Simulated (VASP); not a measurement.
Wanted: the native input for a VASP 6.6.1 run.

```
Task                   : relaxation of cell and atoms
Functional             : PBE
Potentials or basis    : VASP PAW PBE potentials, release 64 (Mg, Be)
Cutoff                 : 600 eV
k mesh                 : 14 × 14 × 14
Occupations            : gaussian, width 0.1 eV
Spin                   : no spin polarisation
Dipole correction      : no
Further INCAR settings : ALGO = Normal; EDIFF = 1e-06; IBRION = 2; EDIFFG = -0.005; NSW = 100; ISIF = 3
```

The structure of MgBe lies in POSCAR:

```
MgBe
1.0
    3.1654035142      0.0000000000      0.0000000000
    0.0000000000      3.1654035142      0.0000000000
    0.0000000000      0.0000000000      3.1654035142
Mg Be
1 1
Direct
    0.5000000000      0.5000000000      0.5000000000
    0.0000000000      0.0000000000      0.0000000000
```

The input as run:

INCAR

```
ALGO = Normal ; EDIFF = 1E-6
EDIFFG = -0.005 ; ENCUT = 600
GGA = PE ; IBRION = 2
ISIF = 3 ; ISMEAR = 0
LASPH = True ; LCHARG = False
LREAL = False ; LWAVE = False
NELM = 100 ; NSW = 100
PREC = Accurate ; SIGMA = 0.1
```

KPOINTS

```
k-points
0
Gamma
  14 14 14
```

Potentials or basis: VASP PAW PBE potentials, release 64 (Mg, Be).

Command:

```console
$ cat potpaw_PBE.64/Mg/POTCAR potpaw_PBE.64/Be/POTCAR > POTCAR
$ mpirun -np 1 vasp_std > vasp.out
```

It gave:

- Relaxed volume: 14.68 Å³/atom
- Relaxed cell: a = 3.085 Å, b = 3.085 Å, c = 3.085 Å, α = 90.00°, β = 90.00°, γ = 90.00°
- Space group after relaxing (to 0.1 Å): Pm-3m (No. 221)
- Energy gained by relaxing: 16.3 meV/atom
- Ionic steps: 3
- Pressure after relaxing: -0.1 GPa
- Band gap on the k mesh: zero (bands 2 and 3 overlap by 5.23 eV)

Run time: 22 s on 1 thread of Intel(R) Xeon(R) Platinum 8559C (Emerald Rapids), with other jobs on the host, peak memory 0.19 GiB.
